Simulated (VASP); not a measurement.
The system is PbO.

```
Pb O
1.0
     3.96079    0.00000    0.00000
     0.00000    3.96079    0.00000
     0.00000    0.00000    5.30972
Pb O
2 2
Direct
  0.50000 0.00000 0.22225
  0.00000 0.50000 0.77775
  0.00000 0.00000 0.00000
  0.50000 0.50000 0.00000
```

| Property | Result |
| --- | --- |
| Program | VASP 6.6.1 |
| Task | relaxation of shape and atoms at fixed volume |
| Functional | r2SCAN |
| Potentials or basis | VASP PAW PBE potentials, release 64 (Pb_d, O) |
| Cutoff | 600 eV |
| k mesh | 6 × 6 × 4 |
| Occupations | gaussian, width 0.05 eV |
| Spin | no spin polarisation |

At the start: pressure 2.1 GPa; volume 20.82 Å³/atom.

Question: Where does the relaxation end?

Answer: Over 5 steps the energy falls by 3.5 meV/atom; space group P4/nmm (No. 129, to 0.1 Å) before and after.

The path:
```
step  energy change (eV)  largest force (eV/Å)  pressure (GPa)  volume (Å³)
   1              0.0000                0.4093            2.11        83.30
   2             -0.0100                0.0677            0.94        83.30
   3             -0.0105                0.0242            0.63        83.30
   4             -0.0123                0.0143            0.50        83.30
   5             -0.0141                0.0062            0.19        83.30
```

Final structure:
```
CELL_PARAMETERS angstrom
3.99520 0.00000 0.00000
0.00000 3.99520 0.00000
0.00000 0.00000 5.21867
ATOMIC_POSITIONS crystal
Pb 0.50000 0.00000 0.22778
Pb 0.00000 0.50000 0.77222
O 0.00000 0.00000 0.00000
O 0.50000 0.50000 0.00000
```

Where two steps share one volume, the run began anew on that cell with a basis built for it.

Caveat: the PAW data sets were made with another functional, which shifts forces and pressure a little.
